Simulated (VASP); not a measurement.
# Al2O3 in VASP: a series of runs, part 2 of 2

VASP 6.6.1. The steps go on from the part before.

### 4 Single point, PBE

INCAR

```
SYSTEM = Al2O3
PREC = Accurate
ENCUT = 520
EDIFF = 1E-6
ISMEAR = -1
SIGMA = 0.3102
LREAL = .False.
LASPH = .True.
NELM = 120
ALGO = Normal
ISIF = 2
LWAVE = .False.
LCHARG = .False.
GGA = PE
ISYM = 0
NBANDS = 64
GGA_COMPAT = .False.
```

KPOINTS

```
regular mesh
0
Gamma
  1 1 1
  0 0 0
```

POSCAR

```
Al2O3
1.0
    5.7104520000      0.0137290000     -0.0021660000
    0.0137290000      5.8090040000      0.1390750000
   -0.0021660000      0.1390750000      5.7076010000
Al O
8 12
Direct
    0.5692086171      0.7060641743     -0.1638776027
    0.3449290149      0.3191641366      0.1372980284
    0.3113414319      0.2297999348      0.6838529777
    0.8736898012      0.3011672883     -0.0473691887
    0.0504928327      0.8666875806     -0.1031158639
    0.7399753989      0.9616529529      0.3372714565
    0.9531603328      0.5185616755      0.4786066125
    0.2887113640      0.8093003590      0.3523872642
    0.6050937002      0.6385171174      0.5151118421
    0.5726062500      0.3270406791     -0.1364510093
    0.3694097212      0.9161495329      0.7605254196
    0.8500432338      0.0301835872      0.7245959224
    0.7410913769      0.7949679323      0.0714913391
    0.8164269704      0.2711083643      0.2705784769
    0.1480748786      0.1591771177      0.0077696693
    0.1020925709      0.4958999759      0.7926760899
    0.4368617208      0.0811213098      0.4097883325
   -0.0023483711      0.7897040326      0.4120895671
    0.2010374658      0.4228525065      0.3615607038
    0.3598114511      0.7218033049      0.0903315696
```

Potentials or basis: VASP PAW PBE potentials, release 64 (Al, O).

The run is started by

```sh
cat potpaw_PBE.64/Al/POTCAR potpaw_PBE.64/O/POTCAR > POTCAR
mpirun -np 1 vasp_gam > vasp.out
```

OUTCAR:

```text
SYSTEM = Al2O3
   PREC = Accurate
   ENCUT = 520
   EDIFF = 1E-6
   ISMEAR = -1
   LREAL = .False.
   LASPH = .True.
   NELM = 120
   ISIF = 2
   GGA = PE
   ISYM = 0

 ion  position               nearest neighbor table
   1  0.569  0.706  0.836-  11 1.71  13 1.76  20 1.89   9 1.90  10 2.20  12 2.54   5 2.93   4 2.97
                             2 3.05   5 3.13   7 3.22   8 3.22   3 3.29   6 3.30
   2  0.345  0.319  0.137-  19 1.66  15 1.66  10 2.03  17 2.10  20 2.34  16 2.58   3 2.67   4 2.89
                             1 3.05   3 3.14   8 3.17   8 3.17   4 3.20   7 3.22   6 3.23
   3  0.311  0.230  0.684-  11 1.88  10 1.91  17 1.96  16 2.07  15 2.10  19 2.20   2 2.67   5 2.82
                             7 2.85   4 2.97   2 3.14   8 3.17   1 3.29
   4  0.874  0.301  0.953-  15 1.79  10 1.80  14 1.84  16 1.93  12 2.10   5 2.75   2 2.89   7 2.97
                             1 2.97   3 2.97   6 2.98   2 3.20   7 3.35
   5  0.050  0.867  0.897-  12 1.75  15 1.93  11 2.00  13 2.06  20 2.22  16 2.28   4 2.75   3 2.82
                             1 2.93   8 2.94   1 3.13   6 3.15   7 3.25
   6  0.740  0.962  0.337-  18 1.81  13 1.84  14 1.87  17 1.91   9 2.23  12 2.35   8 2.73   7 2.92
[... 184 lines left out ...]
      1     -14.0603      2.00000
      2     -13.0844      2.00000
      3     -12.4783      2.00000
      4     -12.2954      2.00000
      5     -12.1093      2.00000
      6     -11.8235      2.00000
[... 52 lines left out ...]
     59      14.7237      0.00000
     60      14.9927      0.00000
 [bands above 60 left out]

------------------------ aborting loop because EDIFF is reached ----------------------------------------

  FORCE on cell =-STRESS in cart. coord.  units (eV):
  Direction    XX          YY          ZZ          XY          YZ          ZX
  --------------------------------------------------------------------------------------
  -------------------------------------------------------------------------------------
  Total       18.4142674      7.6197080     15.8257485      1.0266977    -10.6951768     -4.5177314
  in kB      155.9176351     64.5177367    134.0000791      8.6932741    -90.5584042    -38.2526210
  external PRESSURE =     118.1451503 kB  Pullay stress =       0.0000000 kB

 VOLUME and BASIS-vectors are now :
 -----------------------------------------------------------------------------
  energy-cutoff  :      520.00
  volume of cell :      189.22
      direct lattice vectors                 reciprocal lattice vectors
     5.710452000  0.013729000 -0.002166000     0.175118515 -0.000415709  0.000076586
     0.013729000  5.809004000  0.139075000    -0.000415709  0.172248021 -0.004197261
    -0.002166000  0.139075000  5.707601000     0.000076586 -0.004197261  0.175307261

 POSITION                                       TOTAL-FORCE (eV/Angst)
 -----------------------------------------------------------------------------------
      3.25832      4.22563      4.86922        -0.837098      0.448271     -0.431212
      1.97378      1.87786      0.82728         4.399052      1.068917      1.268165
      1.77957      1.43429      3.93444         1.598598     -1.006402     -1.225448
      4.99124      1.89396      5.47723        -0.601500     -1.526464     -0.292827
      0.29829      5.16002      5.23948         1.947695     -1.053942      0.154104
      4.23807      5.64331      2.05715         0.088330      0.370458      2.156352
[... 12 lines left out ...]
      1.15304      2.50940      2.12202         1.612104      0.193508      3.414133
      2.06440      4.21046      0.61518        -2.684018     -3.255290     -0.551401
 -----------------------------------------------------------------------------------
    total drift:                               -0.000646      0.000266     -0.001076

  FREE ENERGIE OF THE ION-ELECTRON SYSTEM (eV)
  ---------------------------------------------------
  free  energy   TOTEN  =      -133.7636290803 eV

  energy  without entropy=     -133.3649151651  energy(sigma->0) =     -133.56427212
```

OSZICAR:

```text
N       E                     dE             d eps       ncg     rms          rms(c)
DAV:   1     0.784387999714E+03    0.78439E+03   -0.57738E+04   128   0.149E+03
DAV:   2    -0.914224884845E+02   -0.87581E+03   -0.82606E+03   152   0.348E+02
DAV:   3    -0.155348708512E+03   -0.63926E+02   -0.63204E+02   152   0.991E+01
DAV:   4    -0.156311717925E+03   -0.96301E+00   -0.96042E+00   144   0.135E+01
DAV:   5    -0.156323640504E+03   -0.11923E-01   -0.11914E-01   152   0.151E+00    0.276E+01
DAV:   6    -0.134101484251E+03    0.22222E+02   -0.81617E+01   144   0.363E+01    0.995E+00
DAV:   7    -0.133884886376E+03    0.21660E+00   -0.23550E+00   152   0.728E+00    0.508E+00
DAV:   8    -0.133766753845E+03    0.11813E+00   -0.34381E-01   152   0.317E+00    0.190E+00
DAV:   9    -0.133758855868E+03    0.78980E-02   -0.74536E-02   160   0.184E+00    0.502E-01
DAV:  10    -0.133762634103E+03   -0.37782E-02   -0.17463E-02   152   0.658E-01    0.334E-01
DAV:  11    -0.133763334289E+03   -0.70019E-03   -0.22919E-03   152   0.289E-01    0.159E-01
DAV:  12    -0.133763600834E+03   -0.26654E-03   -0.60115E-04   144   0.135E-01    0.439E-02
DAV:  13    -0.133763625824E+03   -0.24990E-04   -0.73464E-05   152   0.467E-02    0.173E-02
DAV:  14    -0.133763628892E+03   -0.30678E-05   -0.14515E-05   152   0.191E-02    0.713E-03
DAV:  15    -0.133763629080E+03   -0.18874E-06   -0.20841E-06    96   0.916E-03
   1 F= -.13376363E+03 E0= -.13356427E+03  d E =-.398714E+00
```

stdout:

```text
POSCAR found type information on POSCAR AlO
 POSCAR found :  2 types and      20 ions
 scaLAPACK will be used
 -----------------------------------------------------------------------------
|                                                                             |
|                                                                             |
|     You have a (more or less) 'large supercell' and for larger cells it     |
|     might be more efficient to use real-space projection operators.         |
|     Therefore, try LREAL= Auto in the INCAR file.                           |
|     Mind: For very accurate calculation, you might also keep the            |
|     reciprocal projection scheme (i.e. LREAL=.FALSE.).                      |
|                                                                             |
 -----------------------------------------------------------------------------

 LDA part: xc-table for (Slater+PW92), standard interpolation
 POSCAR, INCAR and KPOINTS ok, starting setup
 FFT: planning ... GRIDC
 FFT: planning ... GRID_SOFT
 FFT: planning ... GRID
 WAVECAR not read
 entering main loop
```

It took 27 s on 1 thread of Intel Xeon 6975P-C (Granite Rapids), shared host; peak memory 0.24 GiB.

What came out:

| Quantity | Value |
| --- | --- |
| Free energy | -133.7636 eV |
| Pressure | 11.8 GPa |
| Largest force | 6.278 eV/Å |
| Band gap on the k mesh | 1.55 eV |

Forces on the atoms (eV/Å):
```
Al  -0.837  0.448 -0.431
Al   4.399  1.069  1.268
Al   1.599 -1.006 -1.225
Al  -0.602 -1.526 -0.293
Al   1.948 -1.054  0.154
Al   0.088  0.370  2.156
Al  -4.999 -3.761  0.524
Al   2.796 -0.339  3.059
O    1.003  0.500  1.251
O   -2.600  2.039  1.664
O   -4.146  1.481 -1.974
O    1.098  1.751 -0.783
O    4.259  0.647 -0.823
O   -0.713  0.002 -0.682
O   -0.540 -3.035 -0.795
O   -2.889  1.040 -1.329
O   -0.010  0.161 -3.583
O    1.217  4.274 -1.023
O    1.612  0.194  3.414
O   -2.684 -3.255 -0.551
```

Stress tensor (GPa, compression positive):
```
15.59  0.87 -3.83
 0.87  6.45 -9.06
-3.83 -9.06 13.40
```

Caveat: the k points lie up to 1.10 Å⁻¹ apart.

### 5 Single point, PBE

INCAR

```
SYSTEM = Al2O3
PREC     = Accurate       ! precision mode
ENCUT    = 520            ! plane-wave cutoff, eV
EDIFF    = 1E-6           ! SCF threshold, eV
ISMEAR   = -1             ! smearing method
SIGMA    = 0.2232         ! smearing width, eV
LREAL    = .FALSE.        ! projectors in reciprocal space
LASPH    = .TRUE.         ! aspherical terms in the spheres
NELM     = 120            ! most SCF steps
ALGO     = Normal         ! electronic algorithm
ISIF     = 2              ! what is computed and relaxed
LWAVE    = .FALSE.        ! write WAVECAR
LCHARG   = .FALSE.        ! write CHGCAR
GGA      = PE             ! functional
ISYM     = 0            
NBANDS   = 64             ! bands
GGA_COMPAT= .FALSE.
```

KPOINTS

```
regular mesh
0
G
  1 1 1
  0 0 0
```

POSCAR

```
Al2O3
1.0
    5.7104520000      0.0137290000     -0.0021660000
    0.0137290000      5.8090040000      0.1390750000
   -0.0021660000      0.1390750000      5.7076010000
Al O
8 12
Direct
    0.6453427282      0.7303029550      0.8739622705
    0.4459057282      0.3101109004      0.1716390403
    0.2414100557      0.1738193420      0.7400282482
    0.8247233424      0.2809273618      0.8577616722
    0.1018831294      0.8140987862      0.9540545827
    0.8292492386      1.0631226885      0.3345266016
    0.9870786056      0.5304792132      0.4699660358
    0.4164702329      0.7474279676      0.3959894060
    0.7092204325      0.7500407332      0.5510371619
    0.5356339069      0.3099560582      0.8421520783
    0.2281790400      0.8320849032      0.6658119634
    0.9374224514      0.2156776390      0.5853881674
    0.8333775500      0.9766743989      0.0098153504
    0.7642504586      0.3463106272      0.2594915475
    0.1827523433      0.2043904844      0.0353467656
   -0.0374420456      0.5378356537      0.8499268619
    0.4970089907      0.0287592305      0.3383288060
    1.0362672898      0.7946002811      0.3327260474
    0.3194979690      0.4097914893      0.4639166755
    0.4266669244      0.6321955750      0.1059116713
```

The run is started by

```sh
cat potpaw_PBE.64/Al/POTCAR potpaw_PBE.64/O/POTCAR > POTCAR
mpirun -np 1 vasp_gam > vasp.out
```

Wall time 28 s (1 thread of Intel Xeon 6975P-C (Granite Rapids), shared host); peak memory 0.24 GiB.

It converged, with:

| Quantity | Value |
| --- | --- |
| Free energy | -138.2972 eV |
| Pressure | 6.2 GPa |
| Largest force | 5.851 eV/Å |
| Band gap on the k mesh | 2.80 eV |

Forces on the atoms (eV/Å):
```
Al   0.137 -0.630 -0.824
Al  -0.135 -0.402  1.458
Al   3.738  1.732 -4.155
Al   0.349 -2.432  3.254
Al   0.588 -2.642  2.655
Al  -0.758 -3.339  0.740
Al  -1.649 -1.027  0.161
Al  -0.806 -0.565  1.756
O   -1.681 -1.672  2.220
O   -1.658 -0.302  0.084
O    2.226  3.312  4.027
O    2.257 -1.143  1.955
O   -1.780 -1.534 -2.822
O    0.373  2.783 -2.585
O   -1.665 -2.196 -0.643
O   -0.408  3.868  0.355
O    0.574  1.895 -1.605
O    2.198  0.724 -4.288
O   -2.314  1.553  0.263
O    0.414  2.016 -2.005
```

Stress tensor (GPa, compression positive):
```
 10.40  -0.71   0.54
 -0.71   3.90 -12.51
  0.54 -12.51   4.15
```

Levels at points of the mesh, in eV from the valence-band top:
```
           k point  band 44  band 45  band 46  band 47  band 48  band 49  band 50  band 51  band 52  band 53
(0.00, 0.00, 0.00)    -0.75    -0.54    -0.46    -0.20     0.00     2.80     5.80     5.88     6.77     7.13
```

Caveat: the k points lie up to 1.10 Å⁻¹ apart.

### 6 Single point, PBE

INCAR

```
SYSTEM = Al2O3
  PREC = Accurate
  ENCUT = 520
  EDIFF = 1E-6
  ISMEAR = -1
  SIGMA = 0.2232
  LREAL = .False.
  LASPH = .True.
  NELM = 120
  ALGO = Normal
  ISIF = 2
  LWAVE = .False.
  LCHARG = .True.
  GGA = PE
  LELF = .True.
  LVHAR = .True.
  ISYM = 0
  NBANDS = 64
  GGA_COMPAT = .False.
```

KPOINTS

```
Automatic mesh
0
Gamma
  1 1 1
  0 0 0
```

POSCAR

```
Al2O3
1.0
    5.7104520000      0.0137290000     -0.0021660000
    0.0137290000      5.8090040000      0.1390750000
   -0.0021660000      0.1390750000      5.7076010000
Al O
8 12
Direct
    0.7454587948      0.6769153266      0.8790563084
    0.4844341575      0.3449340659      0.1290874361
    0.3708787167      0.2139826195      0.6633781322
    0.9289866744      0.2112292011      0.8932494552
    0.1715496083      0.7890263330      0.8681191518
    0.8352989168      0.9423421272      0.3807873091
    0.9880048585      0.4851606428      0.4806512057
    0.4290402378      0.7745358137      0.3764017024
    0.7303472836      0.6919680161      0.4954455437
    0.6258194106      0.3363245818      0.7950622659
    0.3715323337      0.8783923958      0.6426625331
    0.9855817079      0.1915339441      0.6226244944
    0.8653880222      0.9282559169     -0.0236436922
    0.7961819086      0.4467680896      0.1718612177
    0.2148199224      0.2027649607      0.0196747746
    0.0112277535      0.5801761393      0.7695224881
    0.5655614474      0.0465156638      0.2895252910
    1.1252979922      0.7987333444      0.3411726846
    0.3457533545      0.4270962293      0.4079126228
    0.4501769161      0.6667389435      0.0537072169
```

Potentials or basis: VASP PAW PBE potentials, release 64 (Al, O).

The run is started by

```sh
cat potpaw_PBE.64/Al/POTCAR potpaw_PBE.64/O/POTCAR > POTCAR
mpirun -np 1 vasp_gam > vasp.out
```

Wall time 31 s (1 thread of Intel Xeon 6975P-C (Granite Rapids), shared host); peak memory 0.25 GiB.

The run converged. Its results:

| Item | Value |
| --- | --- |
| Free energy | -139.5451 eV |
| Pressure | 9.5 GPa |
| Largest force | 8.323 eV/Å |
| Band gap on the k mesh | 3.14 eV |

Forces on the atoms (eV/Å):
```
Al  -4.539 -2.361  0.881
Al   0.060 -0.779  0.815
Al   0.243 -0.867 -0.642
Al  -2.405  3.327  6.262
Al   4.264  2.272  3.540
Al   4.392  1.724 -1.402
Al  -0.188  1.270 -4.453
Al  -0.515 -2.145 -2.586
O   -1.613 -0.691  2.199
O   -1.125 -0.648  1.476
O   -0.389  3.585  5.304
O    2.027 -1.433 -7.944
O    1.292 -1.050 -0.453
O    1.894 -1.686 -0.518
O    1.419 -0.163 -2.518
O    1.010 -2.280  0.663
O    0.143  1.861 -0.227
O   -3.571 -0.241 -1.155
O   -1.459 -0.497  2.295
O   -0.939  0.800 -1.537
```

Stress tensor (GPa, compression positive):
```
 8.91  2.14 -1.50
 2.14  7.81  0.13
-1.50  0.13 11.71
```

Levels at points of the mesh, in eV from the valence-band top:
| k point | band 45 | band 46 | band 47 | band 48 | band 49 | band 50 | band 51 | band 52 |
| --- | --- | --- | --- | --- | --- | --- | --- | --- |
| (0.00, 0.00, 0.00) | -0.98 | -0.80 | -0.36 | 0.00 | 3.14 | 5.83 | 6.26 | 6.73 |

Caveat: the k points lie up to 1.10 Å⁻¹ apart.
